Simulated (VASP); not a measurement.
# Te2Mo (P6_3/mmc) in VASP: notebook

The runs below take Te2Mo through single point, with PBE+D3(BJ).

Everything below comes from runs of VASP 6.6.1. Logs are shortened: lines on timing, memory, paths and dates and some standing lists are left out, and cuts for length are marked.

### 1 The cell of the first run

The structure is hexagonal, space group P6_3/mmc (No. 194). The conventional cell has a = 3.392 Å, b = 3.392 Å, c = 13.701 Å, α = 90.00°, β = 90.00°, γ = 120.00°. Te (site symmetry 3m) has 3 Mo at 2.67 Å and 10 Te at 3.39 to 3.76 Å within 3.8 Å. Mo (site symmetry -6m2) has 6 Te at 2.67 Å and 6 Mo at 3.39 Å within 3.5 Å.

### 2 Single point, PBE+D3(BJ) (strain -0.0300 x Voigt [1, 1, 0, 0, 0, 0])

Input file INCAR:

```
SYSTEM = Te2Mo
ALGO = Normal ; EDIFF = 1E-7
ENCUT = 520 ; GGA = PE
ISIF = 2 ; ISMEAR = 0
IVDW = 12 ; LASPH = .TRUE.
LCHARG = .TRUE. ; LELF = .TRUE.
LREAL = .FALSE. ; LVHAR = .TRUE.
LWAVE = .FALSE. ; NBANDS = 35
NELM = 100 ; PREC = Accurate
SIGMA = 0.05
```

Input file KPOINTS:

```
k-points
0
G
  12 12 2
  0 0 0
```

Input file POSCAR:

```
Te2Mo
1.0
    3.3915091152      0.0000000000      0.0000000000
   -1.6957545576      2.9371330509      0.0000000000
    0.0000000000      0.0000000000     13.7008448353
Te Mo
4 2
Direct
    0.3333333333      0.6666666667      0.6173401526
    0.6666666667      0.3333333333      0.1173401526
    0.3333333333      0.6666666667      0.8826598474
    0.6666666667      0.3333333333      0.3826598474
    0.3333333333      0.6666666667      0.2500000000
    0.6666666667      0.3333333333      0.7500000000
```

Potentials or basis: VASP PAW PBE potentials, release 64 (Te, Mo_sv).

On the command line:

```
cat potpaw_PBE.64/Te/POTCAR potpaw_PBE.64/Mo_sv/POTCAR > POTCAR
mpirun -np 1 vasp_std > vasp.out
```

OUTCAR:

```text
SYSTEM = Te2Mo
   EDIFF = 1E-7
   ENCUT = 520
   GGA = PE
   ISIF = 2
   ISMEAR = 0
   IVDW = 12
   LASPH = .TRUE.
   LREAL = .FALSE.
   NELM = 100
   PREC = Accurate
 IVDW          = 12

 ion  position               nearest neighbor table
   1  0.333  0.667  0.617-   6 2.67   6 2.67   6 2.67   3 3.64
   2  0.667  0.333  0.117-   5 2.67   5 2.67   5 2.67   4 3.64
   3  0.333  0.667  0.883-   6 2.67   6 2.67   6 2.67   1 3.64
   4  0.667  0.333  0.383-   5 2.67   5 2.67   5 2.67   2 3.64
   5  0.333  0.667  0.250-   2 2.67   4 2.67   2 2.67   4 2.67   2 2.67   4 2.67
   6  0.667  0.333  0.750-   1 2.67   3 2.67   1 2.67   3 2.67   1 2.67   3 2.67

  LATTYP: Found a hexagonal cell.
 ALAT       =     3.3915091152
 C/A-ratio  =     4.0397487873

  Lattice vectors:

 A1 = (   3.3915091152,   0.0000000000,   0.0000000000)
 A2 = (  -1.6957545576,   2.9371330509,   0.0000000000)
 A3 = (   0.0000000000,   0.0000000000,  13.7008448353)

Analysis of symmetry for initial positions (statically):
=====================================================================
 Subroutine PRICEL returns:
 Original cell was already a primitive cell.

 Routine SETGRP: Setting up the symmetry group for a
 hexagonal supercell.

 Subroutine GETGRP returns: Found 24 space group operations
 (whereof 12 operations were pure point group operations)
 out of a pool of 24 trial point group operations.

The static configuration has the point symmetry D_3d.
 The point group associated with its full space group is D_6h.

Analysis of symmetry for dynamics (positions and initial velocities):
=====================================================================
 Subroutine PRICEL returns:
 Original cell was already a primitive cell.

 Routine SETGRP: Setting up the symmetry group for a
 hexagonal supercell.

 Subroutine GETGRP returns: Found 24 space group operations
 (whereof 12 operations were pure point group operations)
 out of a pool of 24 trial point group operations.

The dynamic configuration has the point symmetry D_3d.
 The point group associated with its full space group is D_6h.

 Subroutine INISYM returns: Found 24 space group operations
 (whereof 12 operations are pure point group operations),
 and found     1 'primitive' translations

[... 102 lines left out ...]
   EDIFF  = 0.1E-06   stopping-criterion for ELM
   LREAL  =      F    real-space projection
   EDIFFG = 0.1E-05   stopping-criterion for IOM
   NSW    =      0    number of steps for IOM
   IBRION =     -1    ionic relax: 0-MD 1-quasi-New 2-CG
   NFREE  =      0    steps in history (QN), initial steepest desc. (CG)
   ISIF   =      2    stress and relaxation
   ISYM   =      2    0-nonsym 1-usesym 2-fastsym
   POTIM  = 0.5000    time-step for ionic-motion
   TEBEG  =    0.0;   TEEND  =   0.0 temperature during run
   PSTRESS=    0.0 pullay stress
   NELECT =      52.0000    total number of electrons
   NUPDOWN=      -1.0000    fix difference up-down
   EMIN   =  10.00;   EMAX   =-10.00  energy-range for DOS
   EFERMI =   0.00;   METHOD = LEGACY
   ISMEAR =     0;   SIGMA  =   0.05  broadening in eV -4-tet -1-fermi 0-gaus
   EFERMI_NEDOS =   21; number of points for ismear=-14 and -15
   IALGO  =     38    algorithm
   IMIX   =      4    mixing-type and parameters
     AMIX     =   0.40;   BMIX     =  1.00
     AMIX_MAG =   1.60;   BMIX_MAG =  1.00
  volume/ion in A,a.u.               =      22.75       153.50
  Fermi-wavevector in a.u.,A,eV,Ry     =   1.186828  2.242781 19.164647  1.408562
  Thomas-Fermi vector in A             =   2.322993
   LORBIT       =      0    0 simple, 1 ext, 2 COOP (PROOUT), +10 PAW based schemes
   GGA     = PE    functional components
   LHFCALC =     F    Hartree Fock is set to
   AEXX    =    0.0000 exact exchange contribution
   IVDW    =    12    specifies the selected vdW correction
   LEPSILON=     F    determine dielectric tensor
   LRPA    =     F    only Hartree local field effects (RPA)
 non-spin polarized calculation
 Gauss-broadening in eV      SIGMA  =   0.05
  energy-cutoff  :      520.00
  volume of cell :      136.48
 maximum number of plane-waves:      3711
 NGX is ok and might be reduce to    28
   NGX = 13   NGY = 13   NGZ = 51

 number of electron      52.0000001 magnetization

 Free energy of the ion-electron system (eV)
  ---------------------------------------------------
  ext. energy  EPLUGINS =         0.00000000
  ---------------------------------------------------
  free energy    TOTEN  =       -35.51013383 eV

  energy without entropy =      -35.51013383  energy(sigma->0) =      -35.51013383

 E-fermi :   9.7118     XC(G=0): -10.9366

 val. band max:        9.4217009047   @ k =   0.5000   0.0000   0.0000
 cond. band min:      10.0611278176   @ k =   0.2500   0.1667   0.0000
 fundamental gap:      0.6394269129
 Fermi energy:         9.7118320305

 k-point     1 :       0.0000    0.0000    0.0000
  band No.  band energies     occupation
      1     -51.2912      2.00000
      2     -51.2912      2.00000
      3     -25.5427      2.00000
      4     -25.5427      2.00000
      5     -25.3103      2.00000
      6     -25.3103      2.00000
[... 901 lines left out ...]
     34      13.2156      0.00000
     35      14.7458      0.00000

 [... further k-points ...]

------------------------ aborting loop because EDIFF is reached ----------------------------------------

 Edisp (eV)   -3.53371

 E8    (eV) :    -1.6268

  FORCE on cell =-STRESS in cart. coord.  units (eV):
  Direction    XX          YY          ZZ          XY          YZ          ZX
  --------------------------------------------------------------------------------------
  -------------------------------------------------------------------------------------
  Total       6.28370     6.28370     4.56591    -0.00000     0.00000    -0.00000
  in kB      73.76700    73.76700    53.60116    -0.00000     0.00000    -0.00000
  external pressure =       67.05 kB  Pullay stress =        0.00 kB

 VOLUME and BASIS-vectors are now :
 -----------------------------------------------------------------------------
  energy-cutoff  :      520.00
  volume of cell :      136.48
      direct lattice vectors                 reciprocal lattice vectors
     3.391509115  0.000000000  0.000000000     0.294853992  0.170234031  0.000000000
    -1.695754558  2.937133051  0.000000000     0.000000000  0.340468063  0.000000000
     0.000000000  0.000000000 13.700844835     0.000000000  0.000000000  0.072988200

 POSITION                                       TOTAL-FORCE (eV/Angst)
 -----------------------------------------------------------------------------------
     -0.00000      1.95809      8.45808         0.000000     -0.000000     -0.601763
      1.69575      0.97904      1.60766        -0.000000     -0.000000     -0.601763
     -0.00000      1.95809     12.09319        -0.000000      0.000000      0.601763
      1.69575      0.97904      5.24276        -0.000000      0.000000      0.601763
     -0.00000      1.95809      3.42521         0.000000      0.000000      0.000000
      1.69575      0.97904     10.27563        -0.000000     -0.000000      0.000000
 -----------------------------------------------------------------------------------
    total drift:                               -0.000000      0.000000     -0.000000

  FREE ENERGIE OF THE ION-ELECTRON SYSTEM (eV)
  ---------------------------------------------------
  free  energy   TOTEN  =       -39.0438388549 eV

  energy  without entropy=      -39.0438388549  energy(sigma->0) =      -39.04383885
```

It took 1.9 min on 1 thread of Intel Xeon 6975P-C (Granite Rapids), shared host; peak memory 0.37 GiB.

What came out:

* Free energy: -39.0438 eV
* Pressure: 6.7 GPa
* Largest force: 0.602 eV/Å
* Band gap on the k mesh: 0.64 eV (least direct gap 0.93 eV)
* Dispersion energy per atom: -0.589 eV

Forces in eV/Å, atoms in the order of the input:
```
Te   0.000  0.000 -0.602
Te   0.000  0.000 -0.602
Te   0.000  0.000  0.602
Te   0.000  0.000  0.602
Mo   0.000  0.000  0.000
Mo   0.000  0.000  0.000
```

Stress tensor (GPa, compression positive):
```
7.38 0.00 0.00
0.00 7.38 0.00
0.00 0.00 5.36
```

Caveat: the cell differs from its parent crystal (strain -0.0300 x Voigt [1, 1, 0, 0, 0, 0]); the cell stands under pressure; spin-orbit coupling is left out, which moves the levels of the heavy elements.

### 3 Single point, PBE+D3(BJ) (strain -0.0150 x Voigt [1, 1, 0, 0, 0, 0])

Input file INCAR:

```
ALGO = Normal ; EDIFF = 1E-7
ENCUT = 520 ; GGA = PE
ISIF = 2 ; ISMEAR = 0
IVDW = 12 ; LASPH = T
LCHARG = F ; LREAL = F
LWAVE = F ; NBANDS = 35
NELM = 80 ; PREC = Accurate
SIGMA = 0.05
```

Input file KPOINTS:

```
k-points
0
Gamma
  12 12 2
```

Edit POSCAR of step 2 so:

```diff
@@ -2,4 +2,4 @@
 1.0
-    3.3915091152      0.0000000000      0.0000000000
-   -1.6957545576      2.9371330509      0.0000000000
+    3.4439551324      0.0000000000      0.0000000000
+   -1.7219775662      2.9825526342      0.0000000000
     0.0000000000      0.0000000000     13.7008448353
```

Potentials or basis: VASP PAW PBE potentials, release 64 (Te, Mo_sv).

On the command line:

```
cat potpaw_PBE.64/Te/POTCAR potpaw_PBE.64/Mo_sv/POTCAR > POTCAR
mpirun -np 1 vasp_std > vasp.out
```

Run time: 2 min. Hardware: 1 thread of Intel Xeon 6975P-C (Granite Rapids), shared host; peak memory 0.38 GiB.

Results (log left out):

```
Free energy                : -39.1860 eV
Pressure                   : 3.1 GPa
Largest force              : 0.292 eV/Å
Band gap on the k mesh     : 0.69 eV (least direct gap 0.98 eV)
Dispersion energy per atom : -0.571 eV
```

Forces in eV/Å, atoms in the order of the input:
```
Te   0.000  0.000 -0.292
Te   0.000  0.000 -0.292
Te   0.000  0.000  0.292
Te   0.000  0.000  0.292
Mo   0.000  0.000  0.000
Mo   0.000  0.000  0.000
```

Stress tensor (GPa, compression positive):
```
3.40 0.00 0.00
0.00 3.40 0.00
0.00 0.00 2.49
```

Levels at points of the mesh, in eV from the valence-band top:
```
           k point  band 22  band 23  band 24  band 25  band 26  band 27  band 28  band 29  band 30  band 31
(0.00, 0.00, 0.00)    -0.95    -0.90    -0.90    -0.23     0.00     3.13     3.13     3.32     3.32     3.35
(0.50, 0.00, 0.00)    -1.93    -1.07    -1.04    -0.49    -0.08     1.45     1.52     1.53     2.00     2.67
(0.00, 0.00, 0.50)    -0.93    -0.93    -0.93    -0.06    -0.06     3.18     3.18     3.18     3.18     3.57
(0.50, 0.00, 0.50)    -2.07    -1.03    -1.03    -0.29    -0.29     1.48     1.48     1.78     1.78     3.16
```

Caveat: the cell differs from its parent crystal (strain -0.0150 x Voigt [1, 1, 0, 0, 0, 0]); the cell stands under pressure; spin-orbit coupling is left out, which moves the levels of the heavy elements.

### 4 Single point, PBE+D3(BJ) (strain +0.0150 x Voigt [1, 1, 0, 0, 0, 0])

Input file INCAR:

```
PREC = Accurate
ENCUT = 520
EDIFF = 1E-7
ISMEAR = 0
SIGMA = 0.05
LREAL = F
LASPH = T
NELM = 100
ALGO = Normal
ISIF = 2
LWAVE = F
LCHARG = T
GGA = PE
IVDW = 12
LELF = T
LVHAR = T
NBANDS = 35
```

Input file KPOINTS:

```
Automatic mesh
0
Gamma
  12 12 2
```

Edit POSCAR of step 3 so:

```diff
@@ -2,4 +2,4 @@
 1.0
-    3.4439551324      0.0000000000      0.0000000000
-   -1.7219775662      2.9825526342      0.0000000000
+    3.5488471669      0.0000000000      0.0000000000
+   -1.7744235834      3.0733918007      0.0000000000
     0.0000000000      0.0000000000     13.7008448353
```

Potentials or basis: VASP PAW PBE potentials, release 64 (Te, Mo_sv).

On the command line:

```
cat potpaw_PBE.64/Te/POTCAR potpaw_PBE.64/Mo_sv/POTCAR > POTCAR
mpirun -np 1 vasp_std > vasp.out
```

OUTCAR:

```text
PREC = Accurate
   ENCUT = 520
   EDIFF = 1E-7
   ISMEAR = 0
   LREAL = F
   LASPH = T
   NELM = 100
   ISIF = 2
   GGA = PE
   IVDW = 12
 IVDW          = 12

 ion  position               nearest neighbor table
   1  0.333  0.667  0.617-   6 2.74   6 2.74   6 2.74   3 3.64
   2  0.667  0.333  0.117-   5 2.74   5 2.74   5 2.74   4 3.64
   3  0.333  0.667  0.883-   6 2.74   6 2.74   6 2.74   1 3.64
   4  0.667  0.333  0.383-   5 2.74   5 2.74   5 2.74   2 3.64
   5  0.333  0.667  0.250-   2 2.74   4 2.74   2 2.74   4 2.74   2 2.74   4 2.74
[... 1127 lines left out ...]
  -------------------------------------------------------------------------------------
  Total      -2.77286    -2.77286    -1.93449    -0.00000     0.00000     0.00000
  in kB     -29.72935   -29.72935   -20.74080    -0.00000     0.00000     0.00000
  external pressure =      -26.73 kB  Pullay stress =        0.00 kB

 VOLUME and BASIS-vectors are now :
 -----------------------------------------------------------------------------
  energy-cutoff  :      520.00
  volume of cell :      149.44
      direct lattice vectors                 reciprocal lattice vectors
     3.548847167  0.000000000  0.000000000     0.281781647  0.162686710  0.000000000
    -1.774423583  3.073391801  0.000000000     0.000000000  0.325373420  0.000000000
     0.000000000  0.000000000 13.700844835     0.000000000  0.000000000  0.072988200

 POSITION                                       TOTAL-FORCE (eV/Angst)
 -----------------------------------------------------------------------------------
     -0.00000      2.04893      8.45808        -0.000000     -0.000000      0.243739
      1.77442      1.02446      1.60766        -0.000000      0.000000      0.243739
     -0.00000      2.04893     12.09319        -0.000000     -0.000000     -0.243739
      1.77442      1.02446      5.24276        -0.000000      0.000000     -0.243739
     -0.00000      2.04893      3.42521        -0.000000     -0.000000      0.000000
      1.77442      1.02446     10.27563         0.000000      0.000000      0.000000
 -----------------------------------------------------------------------------------
    total drift:                               -0.000000      0.000000     -0.000000

  FREE ENERGIE OF THE ION-ELECTRON SYSTEM (eV)
  ---------------------------------------------------
  free  energy   TOTEN  =       -39.1892580656 eV

  energy  without entropy=      -39.1892580656  energy(sigma->0) =      -39.18925807
```

Wall time 2 min (1 thread of Intel Xeon 6975P-C (Granite Rapids), shared host); peak memory 0.38 GiB.

What came out:

- Free energy: -39.1893 eV
- Pressure: -2.7 GPa
- Largest force: 0.244 eV/Å
- Band gap on the k mesh: 0.61 eV (least direct gap 0.98 eV)
- Dispersion energy per atom: -0.538 eV

Forces in eV/Å, atoms in the order of the input:
```
Te   0.000  0.000  0.244
Te   0.000  0.000  0.244
Te   0.000  0.000 -0.244
Te   0.000  0.000 -0.244
Mo   0.000  0.000  0.000
Mo   0.000  0.000  0.000
```

Levels at points of the mesh, in eV from the valence-band top:
```
           k point  band 23  band 24  band 25  band 26  band 27  band 28  band 29  band 30
(0.00, 0.00, 0.00)    -1.10    -1.10    -0.12     0.00     2.64     2.64     2.82     2.82
(0.50, 0.00, 0.00)    -1.12    -1.02    -0.81    -0.42     1.10     1.17     1.29     1.64
(0.00, 0.00, 0.50)    -1.13    -1.13    -0.03    -0.03     2.68     2.68     2.68     2.68
(0.50, 0.00, 0.50)    -1.04    -1.04    -0.61    -0.61     1.13     1.13     1.49     1.49
```

Caveat: the cell differs from its parent crystal (strain +0.0150 x Voigt [1, 1, 0, 0, 0, 0]); spin-orbit coupling is left out, which moves the levels of the heavy elements. A k mesh can miss the band edges.

### 5 Overview

```csv
cell,gap on the mesh (eV),pressure (GPa),largest force (eV/Å)
"a = 3.392, b = 3.392, c = 13.701 Å, angles 90.0, 90.0, 120.0°, 6 atoms",0.64,6.7,0.60
"a = 3.444, b = 3.444, c = 13.701 Å, angles 90.0, 90.0, 120.0°, 6 atoms",0.69,3.1,0.29
"a = 3.549, b = 3.549, c = 13.701 Å, angles 90.0, 90.0, 120.0°, 6 atoms",0.61,-2.7,0.24
```

Alike in all rows: task single point; level PBE+D3(BJ); potentials or basis VASP PAW PBE potentials, release 64 (Te, Mo_sv); no spin polarisation; k mesh 12 × 12 × 2; cutoff (eV) 520; smearing gaussian 0.05 eV.

Caveats: spin-orbit coupling is left out, which moves the levels of the heavy elements; the cell stands under pressure (at least some runs).

Total energies depend on the potentials used, so only differences within one code and one set of settings carry meaning.
